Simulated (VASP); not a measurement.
A run of VASP 6.6.1 is set up as follows.

INCAR

```
ALGO = Normal ; EDIFF = 1E-6
ENCUT = 520 ; GGA = PE
ISIF = 2 ; ISMEAR = 0
LASPH = T ; LCHARG = F
LREAL = F ; LWAVE = F
NBANDS = 34 ; NELM = 60
PREC = Accurate ; SIGMA = 0.1
```

Contents of KPOINTS:

```
k-points
0
Gamma
  4 4 4
```

POSCAR

```
Ge3Pt
1.0
    4.1463491057      0.0000000000      0.0000000000
    0.0000000000      4.1463491057      0.0000000000
    0.0000000000      0.0000000000      4.1463491057
Ge Pt
3 1
Direct
    0.0000000000      0.5000000000      0.5000000000
    0.5000000000      0.0000000000      0.5000000000
    0.5000000000      0.5000000000      0.0000000000
    0.0000000000      0.0000000000      0.0000000000
```

Potentials or basis: VASP PAW PBE potentials, release 64 (Ge_d, Pt).

The run is started by

```sh
$ cat potpaw_PBE.64/Ge_d/POTCAR potpaw_PBE.64/Pt/POTCAR > POTCAR
$ mpirun -np 1 vasp_std > vasp.out
```

Problem. What does it give for the band gap on the k mesh?

Solution. Zero (bands 26 and 27 overlap by 1.61 eV).

Problem. Predict the pressure.

Solution. 0.1 GPa.

Caveat: the k points lie up to 0.38 Å⁻¹ apart, too coarse for converged energies and pressures of a metal; spin-orbit coupling is left out, which moves the levels of the heavy elements.
